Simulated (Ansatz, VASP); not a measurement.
# CoSn: VASP beside Ansatz

```
Co Sn
1.0
     5.29522    0.00000    0.00000
    -2.64761    4.58580    0.00000
     0.00000    0.00000    4.23273
Co Sn
3 3
Direct
  0.00000 0.50000 0.00000
  0.50000 0.50000 0.00000
  0.50000 0.00000 0.00000
  0.66667 0.33333 0.50000
  0.33333 0.66667 0.50000
  0.00000 0.00000 0.00000
```

Alike in both runs: task single point; functional PBE; k mesh 12 × 12 × 10; occupations gaussian, width 0.1 eV; no spin polarisation.

|  | VASP | Ansatz |
| --- | --- | --- |
| version | VASP 6.6.1 | Ansatz 0.2.0 |
| potentials or method | VASP PAW PBE potentials, release 64 (Co, Sn_d), cutoff 520 eV | scalar-relativistic, plane waves, PAW |
| valence electrons in the cell | 69 | 93 |

VASP gave:

* gap on the k mesh at the Fermi level (eV): none
* pressure (GPa): -0.1
* traceless stress, the component that is largest in VASP (GPa): -0.07

Which values does Ansatz return?

gap on the k mesh at the Fermi level (eV): none; pressure (GPa): 0.0; traceless stress, the component that is largest in VASP (GPa): 0.00.

A gap of «none» marks a metal or a gap that the smearing closes. VASP's potentials hold 69 valence electrons a cell and Ansatz's 93, so a difference there can come from the potentials and not from the codes.
